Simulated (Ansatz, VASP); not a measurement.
GaAs in VASP and in Ansatz

Contents of INCAR:

```
SYSTEM = GaAs
PREC = Accurate
ENCUT = 520
EDIFF = 1E-7
ISMEAR = -1
SIGMA = 0.02
LREAL = .FALSE.
LASPH = .TRUE.
NELM = 100
ALGO = Normal
ISIF = 2
LWAVE = .FALSE.
LCHARG = .TRUE.
GGA = PE
LELF = .TRUE.
LVHAR = .TRUE.
NBANDS = 16
```

The input KPOINTS:

```
Automatic mesh
0
G
  8 8 8
  0 0 0
```

POSCAR

```
GaAs
1.0
    0.0000000000      2.8330850947      2.9608572325
    2.8330850947      0.0000000000      2.9608572325
    2.8330850947      2.8330850947      0.0000000000
Ga As
1 1
Direct
    0.0000000000      0.0000000000      0.0000000000
    0.2500000000      0.2500000000      0.2500000000
```

Input for Ansatz:

```yaml
crystal:
  lattice:
    - [0.0, 2.8330850947, 2.9608572325]
    - [2.8330850947, 0.0, 2.9608572325]
    - [2.8330850947, 2.8330850947, 0.0]
  atoms:
    - { symbol: Ga, position: [0.0, 0.0, 0.0] }
    - { symbol: As, position: [0.25, 0.25, 0.25] }
kpoints:
  mp_grid: { grid: [8, 8, 8] }
  band_path:
    path:
      - [0.0, 0.0, 0.0]
      - [-0.5, -0.5, 0.0]
      - [-0.375, -0.375, 0.25]
      - [-0.375, 0.0, 0.375]
      - [0.0, 0.0, 0.5]
      - [-0.5, -0.25, 0.25]
    npoints: 1
hamiltonian:
  xc: pbe
scf:
  occupations: { method: fermi_dirac, width: 0.02 }
  n_extra_bands: 4
output:
  forces: true
  stress: true
  eigenvalues: true
```

Change from the starting cell: uniaxial_z strain +4.5%.

Alike in both runs: task single point; functional PBE; k mesh 8 × 8 × 8; occupations fermi-dirac, width 0.02 eV; no spin polarisation.

|  | VASP | Ansatz |
| --- | --- | --- |
| version | VASP 6.6.1 | Ansatz 0.2.0 |
| potentials or method | VASP PAW PBE potentials, release 64 (Ga_d, As) | plane waves, PAW |
| plane-wave cutoff (eV) | 520 | 420 |
| valence electrons in the cell | 18 | 28 |

```csv
,VASP,Ansatz,Ansatz less VASP
pressure (GPa),0.0,-0.2,-0.17
"traceless stress, the component that is largest in VASP (GPa)",-1.83,-1.83,-0.004
```

VASP's potentials hold 18 valence electrons a cell and Ansatz's 28, so a difference there can come from the potentials and not from the codes.
